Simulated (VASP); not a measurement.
Input of a VASP 6.6.1 run:

Contents of INCAR:

```
SYSTEM = Au
  ALGO = Fast
  EDIFF = 1E-6
  EDIFFG = -0.01
  ENCUT = 600
  GGA = PE
  IBRION = 2
  ISIF = 3
  ISMEAR = 0
  LASPH = .True.
  LCHARG = .False.
  LREAL = .False.
  LWAVE = .False.
  NELM = 60
  NSW = 100
  PREC = Accurate
  SIGMA = 0.1
```

The input KPOINTS:

```
k-points
0
Gamma
  10 10 10
  0 0 0
```

POSCAR

```
Au
1.0
    0.0000000000      3.8858696345      3.8858696345
    3.8858696345      0.0000000000      3.8858696345
    3.8858696345      3.8858696345      0.0000000000
Au
4
Direct
    0.6250000000      0.6250000000      0.6250000000
    0.6250000000      0.6250000000      0.1250000000
    0.6250000000      0.1250000000      0.6250000000
    0.1250000000      0.6250000000      0.6250000000
```

Potentials or basis: VASP PAW PBE potentials, release 64 (Au).

Launch:

```bash
$ cat potpaw_PBE.64/Au/POTCAR > POTCAR
$ mpirun -np 1 vasp_std > vasp.out
```

Problem. Predict the relaxed volume.

Solution. 29.28 Å³/atom.

Problem. Predict the relaxed cell.

Solution. a = 5.492 Å, b = 5.492 Å, c = 5.492 Å, α = 60.00°, β = 60.00°, γ = 60.00°.

Problem. Predict the space group after relaxing (to 0.1 Å).

Solution. Fd-3m (No. 227).

Problem. Predict the band gap on the k mesh.

Solution. Zero (bands 22 and 23 overlap by 0.95 eV).

Step by step:
| step | energy change (eV) | largest force (eV/Å) | pressure (GPa) | volume (Å³) |
| --- | --- | --- | --- | --- |
| 1 | 0.0000 | 0.0000 | -0.12 | 117.35 |
| 2 | -0.0001 | 0.0000 | 0.09 | 116.98 |
| 3 | -0.0001 | 0.0000 | 0.01 | 117.10 |

Caveat: spin-orbit coupling is left out, which moves the levels of the heavy elements.
